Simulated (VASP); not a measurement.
# Ag (P6_3/mmc) in VASP: a series of runs, part 2 of 3

VASP 6.6.1. The steps go on from the part before.

### 4 Single point, BLYP (17.76 Å³/atom)

This run uses another cell than the first one, of 17.76 Å³/atom.

INCAR reads:

```
SYSTEM = Ag
PREC = Accurate
ENCUT = 520
EDIFF = 1E-6
ISMEAR = -1
SIGMA = 0.1
LREAL = .False.
LASPH = .True.
NELM = 100
ALGO = Normal
ISIF = 2
LWAVE = .False.
LCHARG = .False.
GGA = B5
ALDAX = 1.0
AGGAX = 1.0
AGGAC = 1.0
ALDAC = 0.0
NBANDS = 30
```

KPOINTS reads:

```
regular mesh
0
Gamma
  14 14 4
  0 0 0
```

POSCAR reads:

```
Ag
1.0
    2.9183363865      0.0000000000      0.0000000000
   -1.4591681932      2.5273534475      0.0000000000
    0.0000000000      0.0000000000      9.6303454527
Ag
4
Direct
    0.3333333333      0.6666666667      0.2500000000
    0.6666666667      0.3333333333      0.7500000000
    0.0000000000      1.0000000000      1.0000000000
    0.0000000000      1.0000000000      0.5000000000
```

Potentials or basis: VASP PAW PBE potentials, release 64 (Ag).

Command:

```sh
$ cat potpaw_PBE.64/Ag/POTCAR > POTCAR
$ mpirun -np 1 vasp_std > vasp.out
```

OUTCAR:

```text
SYSTEM = Ag
   PREC = Accurate
   ENCUT = 520
   EDIFF = 1E-6
   ISMEAR = -1
   LREAL = .False.
   LASPH = .True.
   NELM = 100
   ISIF = 2
   GGA = B5

 ion  position               nearest neighbor table
   1  0.333  0.667  0.250-   3 2.94   4 2.94   3 2.94   4 2.94   3 2.94   4 2.94
   2  0.667  0.333  0.750-   3 2.94   4 2.94   3 2.94   4 2.94   3 2.94   4 2.94
   3  0.000  0.000  0.000-   1 2.94   2 2.94   1 2.94   2 2.94   2 2.94   1 2.94
   4  0.000  0.000  0.500-   1 2.94   2 2.94   1 2.94   2 2.94   2 2.94   1 2.94

  LATTYP: Found a hexagonal cell.
 ALAT       =     2.9183363865
 C/A-ratio  =     3.2999435902
[... 992 lines left out ...]
  --------------------------------------------------------------------------------------
  -------------------------------------------------------------------------------------
  Total        3.5181860      3.5181860      3.0075644      0.0000000     -0.0000000      0.0000000
  in kB       79.3571717     79.3571717     67.8394494      0.0000000     -0.0000000      0.0000000
  external PRESSURE =      75.5179310 kB  Pullay stress =       0.0000000 kB

 VOLUME and BASIS-vectors are now :
 -----------------------------------------------------------------------------
  energy-cutoff  :      520.00
  volume of cell :       71.03
      direct lattice vectors                 reciprocal lattice vectors
     2.918336387  0.000000000  0.000000000     0.342660978  0.197835408  0.000000000
    -1.459168193  2.527353447  0.000000000     0.000000000  0.395670816  0.000000000
     0.000000000  0.000000000  9.630345453     0.000000000  0.000000000  0.103838435

 POSITION                                       TOTAL-FORCE (eV/Angst)
 -----------------------------------------------------------------------------------
     -0.00000      1.68490      2.40759        -0.000000     -0.000000      0.000000
      1.45917      0.84245      7.22276        -0.000000      0.000000     -0.000000
      0.00000      0.00000      0.00000         0.000000      0.000000      0.000000
      0.00000      0.00000      4.81517         0.000000      0.000000      0.000000
 -----------------------------------------------------------------------------------
    total drift:                               -0.000000      0.000000      0.000000

  FREE ENERGIE OF THE ION-ELECTRON SYSTEM (eV)
  ---------------------------------------------------
  free  energy   TOTEN  =        -8.2482539894 eV

  energy  without entropy=       -8.2109466196  energy(sigma->0) =       -8.22960030
```

OSZICAR:

```text
N       E                     dE             d eps       ncg     rms          rms(c)
DAV:   1     0.298662427628E+03    0.29866E+03   -0.22761E+04  4336   0.145E+03
DAV:   2    -0.272882605419E+01   -0.30139E+03   -0.28587E+03  4518   0.332E+02
DAV:   3    -0.923001047435E+01   -0.65012E+01   -0.64649E+01  5046   0.553E+01
DAV:   4    -0.926059147746E+01   -0.30581E-01   -0.30575E-01  4668   0.367E+00
DAV:   5    -0.926092579367E+01   -0.33432E-03   -0.33431E-03  4974   0.415E-01    0.914E+00
DAV:   6    -0.828988744624E+01    0.97104E+00   -0.30235E+00  4620   0.141E+01    0.559E+00
DAV:   7    -0.825999129974E+01    0.29896E-01   -0.37962E-02  4734   0.130E+00    0.313E+00
DAV:   8    -0.824820289799E+01    0.11788E-01   -0.22675E-03  4770   0.372E-01    0.133E-01
DAV:   9    -0.824822765345E+01   -0.24755E-04   -0.58442E-05  4956   0.728E-02    0.181E-02
DAV:  10    -0.824824954775E+01   -0.21894E-04   -0.11805E-05  4758   0.297E-02    0.131E-02
DAV:  11    -0.824825423096E+01   -0.46832E-05   -0.36283E-06  4608   0.155E-02    0.143E-03
DAV:  12    -0.824825398937E+01    0.24159E-06   -0.43771E-08  2604   0.159E-03
   1 F= -.82482540E+01 E0= -.82296003E+01  d E =-.373074E-01
```

stdout:

```text
POSCAR found type information on POSCAR Ag
 POSCAR found :  1 types and       4 ions
 scaLAPACK will be used
 -----------------------------------------------------------------------------
|                                                                             |
|                                                                             |
|     You enforced a specific xc type in the INCAR file but a different       |
|     I HOPE YOU KNOW WHAT YOU ARE DOING!                                     |
|                                                                             |
 -----------------------------------------------------------------------------

 LDA part: xc-table for (Slater(with rela. corr.)+VWN5), standard interpolation
 POSCAR, INCAR and KPOINTS ok, starting setup
 FFT: planning ... GRIDC
 FFT: planning ... GRID_SOFT
 FFT: planning ... GRID
 WAVECAR not read
 entering main loop
```

Run time: 1.7 min. Hardware: 1 thread of AMD EPYC 9R45 (Zen 5), shared host; peak memory 0.23 GiB.

Results:

```
Free energy            : -8.2483 eV
Pressure               : 7.6 GPa
Band gap on the k mesh : zero (bands 22 and 23 overlap by 6.01 eV)
```

Stress tensor (GPa, compression positive):
```
7.94 0.00 0.00
0.00 7.94 0.00
0.00 0.00 6.78
```

Levels at points of the mesh, in eV from the Fermi level:
```csv
k point,band 19,band 20,band 21,band 22,band 23,band 24,band 25,band 26
"(0.00, 0.00, 0.00)",-3.68,-3.50,-3.50,-3.13,-3.13,-0.23,3.15,10.66
"(0.50, 0.00, 0.00)",-2.92,-2.92,0.02,0.90,1.02,1.55,4.05,4.13
"(0.00, 0.00, 0.50)",-3.28,-3.28,-3.28,-3.28,-2.36,-2.36,6.07,6.07
"(0.50, 0.00, 0.50)",-2.93,-2.93,0.37,0.37,1.41,1.41,4.53,4.53
```

Caveat: the cell stands under pressure; the PAW data sets were made with another functional, which shifts forces and pressure a little.

[end of part 2 of 3]
